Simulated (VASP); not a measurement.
# C (P6_3/mmc) in VASP: a series of runs, part 2 of 2

VASP 6.6.1. The steps go on from the part before.

## (3) Relaxation of cell and atoms, PBEsol

This run uses another cell than the first one, of 8.78 Å³/atom, 0.926 times its volume.

INCAR reads:

```
SYSTEM = C
ALGO     = Normal         ! electronic algorithm
EDIFF    = 1E-7           ! SCF threshold, eV
EDIFFG   = -0.01          ! ionic threshold
ENCUT    = 600            ! plane-wave cutoff, eV
GGA      = PS             ! functional
IBRION   = 2              ! ionic algorithm
ISIF     = 3              ! what is computed and relaxed
ISMEAR   = 0              ! smearing method
LASPH    = .TRUE.         ! aspherical terms in the spheres
LCHARG   = .FALSE.        ! write CHGCAR
LREAL    = .FALSE.        ! projectors in reciprocal space
LWAVE    = .FALSE.        ! write WAVECAR
NELM     = 100            ! most SCF steps
NSW      = 80             ! ionic steps
PREC     = Accurate       ! precision mode
SIGMA    = 0.05           ! smearing width, eV
```

KPOINTS reads:

```
k-points
0
G
  24 24 8
  0 0 0
```

POSCAR reads:

```
C
1.0
    2.4600000000      0.0000000000      0.0000000000
   -1.2300000000      2.1304224933      0.0000000000
    0.0000000000      0.0000000000      6.7000000000
C
4
Direct
    0.0000000000      0.0000000000      0.2500000000
    0.3333333333      0.6666666667      0.2500000000
    0.0000000000      0.0000000000      0.7500000000
    0.6666666667      0.3333333333      0.7500000000
```

Potentials or basis: VASP PAW PBE potentials, release 64 (C).

Started as:

```sh
$ cat potpaw_PBE.64/C/POTCAR > POTCAR
$ mpirun -np 1 vasp_std > vasp.out
```

OUTCAR:

```text
SYSTEM = C
   EDIFF = 1E-7
   EDIFFG = -0.01
   ENCUT = 600
   GGA = PS
   IBRION = 2
   ISIF = 3
   ISMEAR = 0
   LASPH = .TRUE.
   LREAL = .FALSE.
   NELM = 100
   NSW = 80
   PREC = Accurate

 ion  position               nearest neighbor table
   1  0.000  0.000  0.250-   2 1.42   2 1.42   2 1.42
   2  0.333  0.667  0.250-   1 1.42   1 1.42   1 1.42
   3  0.000  0.000  0.750-   4 1.42   4 1.42   4 1.42
   4  0.667  0.333  0.750-   3 1.42   3 1.42   3 1.42

  LATTYP: Found a hexagonal cell.
 ALAT       =     2.4600000000
 C/A-ratio  =     2.7235772358

  Lattice vectors:

 A1 = (   2.4600000000,   0.0000000000,   0.0000000000)
 A2 = (  -1.2300000000,   2.1304224933,   0.0000000000)
 A3 = (   0.0000000000,   0.0000000000,   6.7000000000)

Analysis of symmetry for initial positions (statically):
=====================================================================
 Subroutine PRICEL returns:
 Original cell was already a primitive cell.

 Routine SETGRP: Setting up the symmetry group for a
 hexagonal supercell.

 Subroutine GETGRP returns: Found 24 space group operations
 (whereof 12 operations were pure point group operations)
 out of a pool of 24 trial point group operations.

The static configuration has the point symmetry D_3d.
 The point group associated with its full space group is D_6h.

Analysis of symmetry for dynamics (positions and initial velocities):
=====================================================================
 Subroutine PRICEL returns:
 Original cell was already a primitive cell.

 Routine SETGRP: Setting up the symmetry group for a
 hexagonal supercell.

 Subroutine GETGRP returns: Found 24 space group operations
 (whereof 12 operations were pure point group operations)
 out of a pool of 24 trial point group operations.
[... 152 lines left out ...]
  ext. energy  EPLUGINS =         0.00000000
  ---------------------------------------------------
  free energy    TOTEN  =       -38.57831031 eV

  energy without entropy =      -38.57810249  energy(sigma->0) =      -38.57820640

------------------------ aborting loop because EDIFF is reached ----------------------------------------

  FORCE on cell =-STRESS in cart. coord.  units (eV):
  Direction    XX          YY          ZZ          XY          YZ          ZX
  --------------------------------------------------------------------------------------
  -------------------------------------------------------------------------------------
  Total       -0.0376797     -0.0376797      0.2475888     -0.0000000     -0.0000000      0.0000000
  in kB       -1.7192617     -1.7192617     11.2970712     -0.0000000     -0.0000000      0.0000000
  external PRESSURE =       2.6195159 kB  Pullay stress =       0.0000000 kB
[... 95 lines left out ...]
  FREE ENERGIE OF THE ION-ELECTRON SYSTEM (eV)
  ---------------------------------------------------
  free  energy   TOTEN  =       -38.5800417675 eV

  energy  without entropy=      -38.5798309149  energy(sigma->0) =      -38.57993634

[... ionic steps 4 to 8 ...]

--------------------------------------- Ionic step        9  -------------------------------------------

 number of electron      16.0000000 magnetization

------------------------ aborting loop because EDIFF is reached ----------------------------------------
[... 71 lines left out ...]
--------------------------------------- Ionic step       11  -------------------------------------------

 number of electron      16.0000000 magnetization

 Free energy of the ion-electron system (eV)
  ---------------------------------------------------
  ext. energy  EPLUGINS =         0.00000000
  ---------------------------------------------------
  free energy    TOTEN  =       -38.58487637 eV

  energy without entropy =      -38.58465920  energy(sigma->0) =      -38.58476779

 E-fermi :   4.1468     XC(G=0): -10.1570

 val. band max:        4.1441309806   @ k =   0.3333   0.3333   0.5000
 cond. band min:       4.1471161544   @ k =   0.3333   0.3333   0.2500
 fundamental gap:      0.0029851738
 Fermi energy:         4.1467921413

 k-point     1 :       0.0000    0.0000    0.0000
  band No.  band energies     occupation
      1     -15.4668      2.00000
      2     -15.2711      2.00000
      3      -4.2422      2.00000
      4      -2.7476      2.00000
      5       1.1620      2.00000
      6       1.1620      2.00000
      7       1.1721      2.00000
      8       1.1721      2.00000
      9       7.7833      0.00000
     10      12.4830      0.00000
     11      12.4830      0.00000
     12      12.5148      0.00000
[... 331 lines left out ...]
 k-point    24 :       0.4583    0.0417    0.0000
  band No.  band energies     occupation
      1     -10.2693      2.00000
      2     -10.1620      2.00000
      3      -8.9355      2.00000
      4      -8.8448      2.00000
      5      -2.3957      2.00000
      6      -2.3615      2.00000
      7       1.4201      2.00000
      8       2.0122      2.00000
      9       5.6709      0.00000
     10       6.2580      0.00000
     11      11.6362      0.00000
     12      11.9042      0.00000

 [... further k-points ...]
[... 5 lines left out ...]
  --------------------------------------------------------------------------------------
  -------------------------------------------------------------------------------------
  Total       -0.0326219     -0.0326219      0.0107936     -0.0000000      0.0000000      0.0000000
  in kB       -1.4037113     -1.4037113      0.4644466     -0.0000000      0.0000000      0.0000000
  external PRESSURE =      -0.7809920 kB  Pullay stress =       0.0000000 kB
[... 19 lines left out ...]
  FREE ENERGIE OF THE ION-ELECTRON SYSTEM (eV)
  ---------------------------------------------------
  free  energy   TOTEN  =       -38.5848763749 eV

  energy  without entropy=      -38.5846592049  energy(sigma->0) =      -38.58476779

 reached required accuracy - stopping structural energy minimisation
```

OSZICAR:

```text
N       E                     dE             d eps       ncg     rms          rms(c)
DAV:   1     0.540153139133E+02    0.54015E+02   -0.90206E+03  7336   0.138E+03
[... 113 lines left out ...]
DAV:   8    -0.385848943892E+02    0.78772E-05   -0.31688E-04  8292   0.146E-01    0.104E-01
DAV:   9    -0.385848815255E+02    0.12864E-04   -0.15724E-04  8016   0.102E-01    0.240E-02
DAV:  10    -0.385848763752E+02    0.51503E-05   -0.74383E-06  8392   0.220E-02    0.150E-03
DAV:  11    -0.385848757475E+02    0.62770E-06   -0.31289E-06  8308   0.139E-02    0.133E-02
DAV:  12    -0.385848761829E+02   -0.43540E-06   -0.11638E-06  8548   0.858E-03    0.270E-03
DAV:  13    -0.385848763185E+02   -0.13561E-06   -0.45851E-08  5720   0.197E-03    0.100E-03
DAV:  14    -0.385848763749E+02   -0.56420E-07   -0.12136E-08  4912   0.106E-03
  11 F= -.38584876E+02 E0= -.38584768E+02  d E =-.914222E-03
```

CONTCAR:

```text
C
   1.00000000000000
     2.4603304504363903    0.0000000000000000    0.0000000000000000
    -1.2301652252181952    2.1307086717726027    0.0000000000000000
     0.0000000000000000   -0.0000000000000000    7.1027218756394683
  C
     4
Direct
     0.0000000000000000    0.0000000000000000    0.2500000000000000
     0.3333333332999970    0.6666666667000030    0.2500000000000000
     0.0000000000000000    0.0000000000000000    0.7500000000000000
     0.6666666667000030    0.3333333332999970    0.7500000000000000

  0.00000000E+00  0.00000000E+00  0.00000000E+00
  0.00000000E+00  0.00000000E+00  0.00000000E+00
  0.00000000E+00  0.00000000E+00  0.00000000E+00
  0.00000000E+00  0.00000000E+00  0.00000000E+00
```

Run time: 14 min. Hardware: 1 thread of Intel Xeon Platinum 8124M at 3.00GHz (Skylake/Cascade Lake), shared host; peak memory 0.26 GiB.

Results:

* Free energy: -38.5849 eV
* Relaxed volume: 9.31 Å³/atom
* Relaxed cell: a = 2.460 Å, b = 2.460 Å, c = 7.103 Å, α = 90.00°, β = 90.00°, γ = 120.00°
* Space group after relaxing (to 0.05 Å): P6_3/mmc (No. 194)
* Energy gained by relaxing: 1.6 meV/atom
* Ionic steps: 11
* Pressure after relaxing: -0.1 GPa
* Band gap on the k mesh: zero (band 8 reaches 4.15 eV, above the bottom of band 9 at 4.14 eV)

The path:
| step | energy change (eV) | largest force (eV/Å) | pressure (GPa) | volume (Å³) |
| --- | --- | --- | --- | --- |
| 1 | 0.0000 | 0.0000 | 0.26 | 35.11 |
| 2 | -0.0007 | 0.0000 | 0.62 | 35.19 |
| 3 | -0.0017 | 0.0000 | 1.71 | 35.40 |
| 4 | -0.0019 | 0.0000 | 1.64 | 35.43 |
| 5 | -0.0024 | 0.0000 | 1.50 | 35.51 |
| 6 | -0.0032 | 0.0000 | 1.19 | 35.66 |
| 7 | -0.0045 | 0.0000 | 0.56 | 35.96 |
| 8 | -0.0056 | 0.0000 | -0.62 | 36.58 |
| 9 | -0.0057 | 0.0000 | -0.80 | 36.68 |
| 10 | -0.0062 | 0.0000 | -0.53 | 36.90 |
| 11 | -0.0066 | 0.0000 | -0.08 | 37.23 |

Final structure:
```cif
data_structure
_symmetry_space_group_name_H-M 'P 1'
_symmetry_Int_Tables_number 1
_cell_length_a 2.4603
_cell_length_b 2.4603
_cell_length_c 7.1027
_cell_angle_alpha 90.000
_cell_angle_beta 90.000
_cell_angle_gamma 120.000
_cell_volume 37.23
loop_
_atom_site_label
_atom_site_type_symbol
_atom_site_fract_x
_atom_site_fract_y
_atom_site_fract_z
_atom_site_occupancy
C1 C 0.00000 0.00000 0.25000 1
C2 C 0.33333 0.66667 0.25000 1
C3 C 0.00000 0.00000 0.75000 1
C4 C 0.66667 0.33333 0.75000 1
```

Caveat: the PAW data sets were made with another functional, which shifts forces and pressure a little; this functional lacks dispersion, which binds the layers, so the pressure and a relaxed spacing across them are unreliable.
